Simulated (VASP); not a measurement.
Write the native input for VASP 6.6.1 that does the following.

| Quantity | Value |
| --- | --- |
| Task | relaxation of cell and atoms |
| Functional | LDA |
| Potentials or basis | VASP PAW LDA potentials, release 64 (Si, Ge_d) |
| Cutoff | 600 eV |
| k mesh | 12 × 12 × 6 |
| Occupations | gaussian, width 0.02 eV |
| Spin | no spin polarisation |
| Dipole correction | no |
| Further INCAR settings | ALGO = Normal; EDIFF = 1e-06; IBRION = 2; EDIFFG = -0.005; NSW = 100; ISIF = 3 |

The structure of SiGe lies in POSCAR:

```
SiGe
1.0
    3.9044512986      0.0000000000      0.0000000000
   -1.9522256493      3.3813540124      0.0000000000
    0.0000000000      0.0000000000      6.4507830000
Si Ge
2 2
Direct
    0.6666666700      0.3333333300      0.8746070000
    0.3333333300      0.6666666700      0.3746070000
    0.6666666700      0.3333333300      0.5003920000
    0.3333333300      0.6666666700      0.0003920000
```

The input as run:

INCAR

```
SYSTEM = SiGe
ALGO = Normal
EDIFF = 1E-6
EDIFFG = -0.005
ENCUT = 600
GGA = CA
IBRION = 2
ISIF = 3
ISMEAR = 0
LASPH = .TRUE.
LCHARG = .FALSE.
LREAL = .FALSE.
LWAVE = .FALSE.
NELM = 80
NSW = 100
PREC = Accurate
SIGMA = 0.02
```

KPOINTS

```
k-points
0
G
  12 12 6
  0 0 0
```

Potentials or basis: VASP PAW LDA potentials, release 64 (Si, Ge_d).

Command:

```bash
$ cat potpaw_LDA.64/Si/POTCAR potpaw_LDA.64/Ge_d/POTCAR > POTCAR
$ mpirun -np 1 vasp_std > vasp.out
```

Results of the run:

```
Relaxed volume                        : 20.76 Å³/atom
Relaxed cell                          : a = 3.872 Å, b = 3.872 Å, c = 6.398 Å, α = 90.00°, β = 90.00°, γ = 120.00°
Space group after relaxing (to 0.1 Å) : P6_3mc (No. 186)
Energy gained by relaxing             : 3.4 meV/atom
Ionic steps                           : 10
Pressure after relaxing               : 0.0 GPa
Band gap on the k mesh                : 0.32 eV (least direct gap 0.44 eV)
```

Wall time 6.4 min on 1 thread of Intel(R) Xeon(R) Platinum 8375C CPU @ 2.90GHz (Ice Lake) (shared host), peak memory 0.29 GiB.
